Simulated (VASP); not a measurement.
A run of VASP 6.6.1 is set up as follows.

Contents of INCAR:

```
SYSTEM = Ta
PREC = Accurate
ENCUT = 500
EDIFF = 1E-6
ISMEAR = -1
SIGMA = 0.1
LREAL = .False.
LASPH = .True.
NELM = 200
ALGO = Normal
ISIF = 2
LWAVE = .False.
LCHARG = .False.
ISPIN = 2
MAGMOM = 0.25 -0.25
LORBIT = 11
NUPDOWN = 0.0
LMAXMIX = 4
LDAU = .True.
LDAUTYPE = 2
LDAUL = 2
LDAUU = 2.5
LDAUJ = 0
LDAUPRINT = 1
GGA = PE
NBANDS = 22
GGA_COMPAT = .False.
```

File KPOINTS:

```
Automatic mesh
0
Gamma
  3 3 3
  0 0 0
```

File POSCAR:

```
Ta
1.0
    3.2720350000      0.0000000000      0.0000000000
    0.0000000000      3.2720350000      0.0000000000
    0.0000000000      0.0000000000      3.2720350000
Ta
2
Direct
    0.0000000000      0.0000000000      0.0000000000
    0.5000000000      0.5000000000      0.5000000000
```

Potentials or basis: VASP PAW PBE potentials, release 64 (Ta_pv).

Launch:

```console
$ cat potpaw_PBE.64/Ta_pv/POTCAR > POTCAR
$ mpirun -np 1 vasp_std > vasp.out
```

(1) Estimate the pressure.

Answers

(1) 24.4 GPa.

Caveat: the k points lie up to 0.64 Å⁻¹ apart; the total moment is fixed, so each spin has its own Fermi level; the U is typed as a test and isn't derived for this compound.
